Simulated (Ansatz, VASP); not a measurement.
**BeSn2: VASP beside Ansatz**

File INCAR:

```
SYSTEM = BeSn2
  ALGO = Normal
  EDIFF = 1E-6
  ENCUT = 520
  GGA = PE
  ISIF = 2
  ISMEAR = 0
  LASPH = .TRUE.
  LCHARG = .TRUE.
  LELF = .TRUE.
  LREAL = .FALSE.
  LVHAR = .TRUE.
  LWAVE = .FALSE.
  NBANDS = 22
  NELM = 100
  PREC = Accurate
  SIGMA = 0.1
```

File KPOINTS:

```
k-points
0
G
  6 6 4
  0 0 0
```

Contents of POSCAR:

```
BeSn2
1.0
    3.0811372900      0.0000000000      0.0000000000
   -1.5405686500      2.6683431700      0.0000000000
    0.0000000000      0.0000000000      5.7174563800
Be Sn
1 2
Direct
    0.0000000000      0.0000000000      0.5000000000
    0.3333333300      0.6666666700      0.8028379700
    0.6666666700      0.3333333300      0.1971620300
```

Input for Ansatz:

```yaml
crystal:
  lattice:
    - [3.08113729, 0.0, 0.0]
    - [-1.54056865, 2.66834317, 0.0]
    - [0.0, 0.0, 5.71745638]
  atoms:
    - { symbol: Be, position: [0.0, 0.0, 0.5] }
    - { symbol: Sn, position: [0.33333333, 0.66666667, 0.80283797] }
    - { symbol: Sn, position: [0.66666667, 0.33333333, 0.19716203] }
basis:
  ecutwfc: 420
kpoints:
  mp_grid: { grid: [6, 6, 4] }
hamiltonian:
  xc: pbe
scf:
  occupations: { method: gaussian, width: 0.1 }
  lower_state_search: "off"
output:
  forces: true
  stress: true
  eigenvalues: true
```

Alike in both runs: task single point; functional PBE; k mesh 6 × 6 × 4; occupations gaussian, width 0.1 eV; no spin polarisation.

```csv
,VASP,Ansatz
version,VASP 6.6.1,Ansatz 0.2.0
potentials or method,"VASP PAW PBE potentials, release 64 (Be, Sn_d), cutoff 520 eV","scalar-relativistic, plane waves, PAW"
valence electrons in the cell,30,30
```

Ansatz gave:

| Item | Value |
| --- | --- |
| gap on the k mesh at the Fermi level (eV) | none |
| rms of the force components (eV/Å) | 0.688 |

Problem. Estimate VASP's values.

Solution. gap on the k mesh at the Fermi level (eV): none; rms of the force components (eV/Å): 0.687.

Atom by atom the forces differ by 0.001 eV/Å (rms over components). A gap of «none» marks a metal or a gap that the smearing closes. The functional is the same, so the differences come from potentials, cutoffs and numerics.

The k mesh is coarse, so the values compare programs but aren't converged.
